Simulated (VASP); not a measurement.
Write the native input for VASP 6.6.1 that does the following.

| Quantity | Value |
| --- | --- |
| Task | single point |
| Functional | LDA |
| Potentials or basis | VASP PAW LDA potentials, release 64 (Ti_sv, Si) |
| Cutoff | 520 eV |
| k mesh | 18 × 18 × 18 |
| Occupations | gaussian, width 0.15 eV |
| Spin | no spin polarisation |
| Dipole correction | no |
| Further INCAR settings | ALGO = Normal; EDIFF = 1e-06; NBANDS = 17 |

The structure of TiSi2 lies in POSCAR:

```
TiSi2
1.0
   -1.4540925019      1.6852182440      4.1375118505
    1.4540925019     -1.6852182440      4.1375118505
    1.4540925019      1.6852182440     -4.1375118505
Ti Si
1 2
Direct
    0.0000000000      0.0000000000      0.0000000000
    0.3430135366      0.3430135366      0.0000000000
    0.6569864634      0.6569864634      0.0000000000
```

This cell differs from its parent crystal: atoms shifted along a free coordinate.

One way to write it, as run:

INCAR

```
SYSTEM = TiSi2
PREC = Accurate
ENCUT = 520
EDIFF = 1E-6
ISMEAR = 0
SIGMA = 0.15
LREAL = .FALSE.
LASPH = .TRUE.
NELM = 60
ALGO = Normal
ISIF = 2
LWAVE = .FALSE.
LCHARG = .FALSE.
GGA = CA
NBANDS = 17
```

KPOINTS

```
Automatic mesh
0
G
  18 18 18
  0 0 0
```

Potentials or basis: VASP PAW LDA potentials, release 64 (Ti_sv, Si).

Launch:

```bash
$ cat potpaw_LDA.64/Ti_sv/POTCAR potpaw_LDA.64/Si/POTCAR > POTCAR
$ mpirun -np 1 vasp_std > vasp.out
```

Results of the run:

The pressure is 2.3 GPa, the largest force is 1.025 eV/Å and the band gap on the k mesh is zero (bands 10 and 11 overlap by 2.69 eV).

Caveat: the cell differs from its parent crystal (atoms shifted along a free coordinate); forces of over 1 eV/Å act on the atoms, so gaps and moduli don't describe the material at rest.

Run time: 19 min on 1 thread of Intel Xeon 8259CL (shared host), peak memory 0.64 GiB.
